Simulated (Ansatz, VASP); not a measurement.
# TaPb in VASP and in Ansatz

```xyz
2
Lattice="0.0000 2.8809 2.8809 2.8809 0.0000 2.8809 2.8809 2.8809 0.0000" Properties=species:S:1:pos:R:3 pbc="T T T"
Ta    0.0000    0.0000    0.0000
Pb    2.8809    2.8809    2.8809
```

Change from the starting cell: species swapped into the TiC type (Fm-3m, No. 225).

Alike in both runs: task relaxation of cell and atoms; functional PBE; k mesh 16 × 16 × 16; occupations gaussian, width 0.1 eV; no spin polarisation.

```csv
,VASP,Ansatz
version,VASP 6.6.1,Ansatz 0.2.0
potentials or method,"VASP PAW PBE potentials, release 64 (Ta_pv, Pb_d), cutoff 600 eV","scalar-relativistic, plane waves, PAW"
valence electrons in the cell,25,27
```

|  | VASP | Ansatz | Ansatz less VASP |
| --- | --- | --- | --- |
| gap on the k mesh at the Fermi level, each at its own relaxed structure (eV) | none | none | - |
| relaxed volume (Å³/atom) | 23.95 | 23.97 | +0.023 |
| relaxed length of the cell vector where the two differ most in proportion (Å) | 4.077 | 4.078 | +0.0013 |

A gap of «none» marks a metal or a gap that the smearing closes. VASP's potentials hold 25 valence electrons a cell and Ansatz's 27, so a difference there can come from the potentials and not from the codes.

Neither program's run includes spin-orbit coupling.
